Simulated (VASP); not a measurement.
# BeTe (F-43m) in VASP: single point with PBE

Aim: the single point of BeTe with PBE.

Everything below comes from runs of VASP 6.6.1. Logs are shortened: lines on timing, memory, paths and dates and some standing lists are left out, and cuts for length are marked.

### 1 The cell of the first run

Symmetry: F-43m, No. 216, cubic system. Conventional cell: a = 5.665 Å, b = 5.665 Å, c = 5.665 Å, α = 90.00°, β = 90.00°, γ = 90.00°. Be (site symmetry -43m) has 4 Te at 2.45 Å within 3.2 Å. Within 3.2 Å of Te (site symmetry -43m) lie 4 Be at 2.45 Å.

### 2 Single point, PBE

Input file INCAR:

```
SYSTEM = BeTe
ALGO     = Normal         ! electronic algorithm
EDIFF    = 1E-6           ! SCF threshold, eV
ENCUT    = 600            ! plane-wave cutoff, eV
GGA      = PE             ! functional
GGA_COMPAT= .FALSE.      
ISIF     = 2              ! what is computed and relaxed
ISMEAR   = 0              ! smearing method
LASPH    = .TRUE.         ! aspherical terms in the spheres
LCHARG   = .FALSE.        ! write CHGCAR
LREAL    = .FALSE.        ! projectors in reciprocal space
LWAVE    = .FALSE.        ! write WAVECAR
NBANDS   = 11             ! bands
NELM     = 120            ! most SCF steps
PREC     = Accurate       ! precision mode
SIGMA    = 0.02           ! smearing width, eV
```

Input file KPOINTS:

```
k-points
0
G
  8 8 8
  0 0 0
```

Input file POSCAR:

```
BeTe
1.0
    0.0000000000      2.8323033185      2.8323033185
    2.8323033185      0.0000000000      2.8323033185
    2.8323033185      2.8323033185      0.0000000000
Be Te
1 1
Direct
    0.0000000000      0.0000000000      0.0000000000
    0.2500000000      0.2500000000      0.2500000000
```

Potentials or basis: VASP PAW PBE potentials, release 64 (Be, Te).

The run is started by

```sh
> cat potpaw_PBE.64/Be/POTCAR potpaw_PBE.64/Te/POTCAR > POTCAR
> mpirun -np 1 vasp_std > vasp.out
```

OUTCAR:

```text
SYSTEM = BeTe
   EDIFF = 1E-6
   ENCUT = 600
   GGA = PE
   ISIF = 2
   ISMEAR = 0
   LASPH = .TRUE.
   LREAL = .FALSE.
   NELM = 120
   PREC = Accurate

 ion  position               nearest neighbor table
   1  0.000  0.000  0.000-   2 2.45   2 2.45   2 2.45   2 2.45
   2  0.250  0.250  0.250-   1 2.45   1 2.45   1 2.45   1 2.45

  LATTYP: Found a face centered cubic cell.
 ALAT       =     5.6646066370

  Lattice vectors:

 A1 = (   0.0000000000,   2.8323033185,   2.8323033185)
 A2 = (   2.8323033185,   0.0000000000,   2.8323033185)
 A3 = (   2.8323033185,   2.8323033185,   0.0000000000)

Analysis of symmetry for initial positions (statically):
=====================================================================
 Subroutine PRICEL returns:
 Original cell was already a primitive cell.

 Routine SETGRP: Setting up the symmetry group for a
 face centered cubic supercell.

 Subroutine GETGRP returns: Found 24 space group operations
 (whereof 24 operations were pure point group operations)
 out of a pool of 48 trial point group operations.

The static configuration has the point symmetry T_d .

Analysis of symmetry for dynamics (positions and initial velocities):
=====================================================================
 Subroutine PRICEL returns:
 Original cell was already a primitive cell.

 Routine SETGRP: Setting up the symmetry group for a
 face centered cubic supercell.

 Subroutine GETGRP returns: Found 24 space group operations
 (whereof 24 operations were pure point group operations)
 out of a pool of 48 trial point group operations.

The dynamic configuration has the point symmetry T_d .

 Subroutine INISYM returns: Found 24 space group operations
 (whereof 24 operations are pure point group operations),
 and found     1 'primitive' translations

----------------------------------------------------------------------------------------

                                     Primitive cell

  volume of cell :      45.4411

  direct lattice vectors                    reciprocal lattice vectors
     0.000000000  2.832303319  2.832303319    -0.176534765  0.176534765  0.176534765
     2.832303319  0.000000000  2.832303319     0.176534765 -0.176534765  0.176534765
     2.832303319  2.832303319  0.000000000     0.176534765  0.176534765 -0.176534765

  length of vectors
     4.005481766  4.005481766  4.005481766     0.305767182  0.305767182  0.305767182

  position of ions in fractional coordinates (direct lattice)
     0.000000000  0.000000000  0.000000000
     0.250000000  0.250000000  0.250000000

[... 85 lines left out ...]
   TEBEG  =    0.0;   TEEND  =   0.0 temperature during run
   PSTRESS=    0.0 pullay stress
   NELECT =       8.0000    total number of electrons
   NUPDOWN=      -1.0000    fix difference up-down
   EMIN   =  10.00;   EMAX   =-10.00  energy-range for DOS
   EFERMI =   0.00;   METHOD = LEGACY
   ISMEAR =     0;   SIGMA  =   0.02  broadening in eV -4-tet -1-fermi 0-gaus
   EFERMI_NEDOS =   21; number of points for ismear=-14 and -15
   IALGO  =     38    algorithm
   IMIX   =      4    mixing-type and parameters
     AMIX     =   0.40;   BMIX     =  1.00
     AMIX_MAG =   1.60;   BMIX_MAG =  1.00
  volume/ion in A,a.u.               =      22.72       153.33
  Fermi-wavevector in a.u.,A,eV,Ry     =   0.917533  1.733886 11.454295  0.841867
  Thomas-Fermi vector in A             =   2.042513
   LORBIT       =      0    0 simple, 1 ext, 2 COOP (PROOUT), +10 PAW based schemes
   GGA     = PE    functional components
   LHFCALC =     F    Hartree Fock is set to
   AEXX    =    0.0000 exact exchange contribution
   IVDW    =     0    specifies the selected vdW correction
   LEPSILON=     F    determine dielectric tensor
   LRPA    =     F    only Hartree local field effects (RPA)
 non-spin polarized calculation
 Gauss-broadening in eV      SIGMA  =   0.02
  energy-cutoff  :      600.00
  volume of cell :       45.44
 maximum number of plane-waves:      1540
   NGX = 15   NGY = 15   NGZ = 15

 number of electron       8.0000000 magnetization

 Free energy of the ion-electron system (eV)
  ---------------------------------------------------
  ext. energy  EPLUGINS =         0.00000000
  ---------------------------------------------------
  free energy    TOTEN  =        -7.62451144 eV

  energy without entropy =       -7.62451144  energy(sigma->0) =       -7.62451144

 E-fermi :   5.0269     XC(G=0):  -8.9873

 val. band max:        4.9039528924   @ k =   0.0000   0.0000   0.0000
 cond. band min:       6.9195301246   @ k =   0.5000   0.5000   0.0000
 fundamental gap:      2.0155772322
 Fermi energy:         5.0269497456

 k-point     1 :       0.0000    0.0000    0.0000
  band No.  band energies     occupation
      1      -7.2801      2.00000
      2       4.9040      2.00000
      3       4.9040      2.00000
      4       4.9040      2.00000
      5       8.5277      0.00000
      6       8.5277      0.00000
      7       8.5277      0.00000
      8       8.5995      0.00000
      9      13.1946      0.00000
     10      15.1124      0.00000
     11      15.1124      0.00000
[... 309 lines left out ...]
 k-point    24 :      -0.3750    0.2500    0.1250
  band No.  band energies     occupation
      1      -5.7462      2.00000
      2      -0.1158      2.00000
      3       2.0700      2.00000
      4       3.0488      2.00000
      5       9.0863      0.00000
      6       9.2938      0.00000
      7      11.5164      0.00000
      8      12.5986      0.00000
      9      13.3780      0.00000
     10      16.4201      0.00000
     11      16.7583      0.00000

 [... further k-points ...]

------------------------ aborting loop because EDIFF is reached ----------------------------------------

  FORCE on cell =-STRESS in cart. coord.  units (eV):
  Direction    XX          YY          ZZ          XY          YZ          ZX
  --------------------------------------------------------------------------------------
  -------------------------------------------------------------------------------------
  Total        0.0318988      0.0318988      0.0318988     -0.0000000     -0.0000000     -0.0000000
  in kB        1.1246977      1.1246977      1.1246977     -0.0000000     -0.0000000     -0.0000000
  external PRESSURE =       1.1246977 kB  Pullay stress =       0.0000000 kB

 VOLUME and BASIS-vectors are now :
 -----------------------------------------------------------------------------
  energy-cutoff  :      600.00
  volume of cell :       45.44
      direct lattice vectors                 reciprocal lattice vectors
     0.000000000  2.832303319  2.832303319    -0.176534765  0.176534765  0.176534765
     2.832303319  0.000000000  2.832303319     0.176534765 -0.176534765  0.176534765
     2.832303319  2.832303319  0.000000000     0.176534765  0.176534765 -0.176534765

 POSITION                                       TOTAL-FORCE (eV/Angst)
 -----------------------------------------------------------------------------------
      0.00000      0.00000      0.00000        -0.000000     -0.000000     -0.000000
      1.41615      1.41615      1.41615         0.000000      0.000000      0.000000
 -----------------------------------------------------------------------------------
    total drift:                                0.000000      0.000000      0.000000

  FREE ENERGIE OF THE ION-ELECTRON SYSTEM (eV)
  ---------------------------------------------------
  free  energy   TOTEN  =        -7.6245114371 eV

  energy  without entropy=       -7.6245114371  energy(sigma->0) =       -7.62451144
```

Run time: 14 s. Hardware: 1 thread of AMD EPYC 7R43 (Zen 3), shared host; peak memory 0.15 GiB.

Results:

- Free energy: -7.6245 eV
- Pressure: 0.1 GPa
- Band gap on the k mesh: 2.02 eV (least direct gap 3.62 eV)

Caveat: spin-orbit coupling is left out, which moves the levels of the heavy elements. A k mesh can miss the band edges.
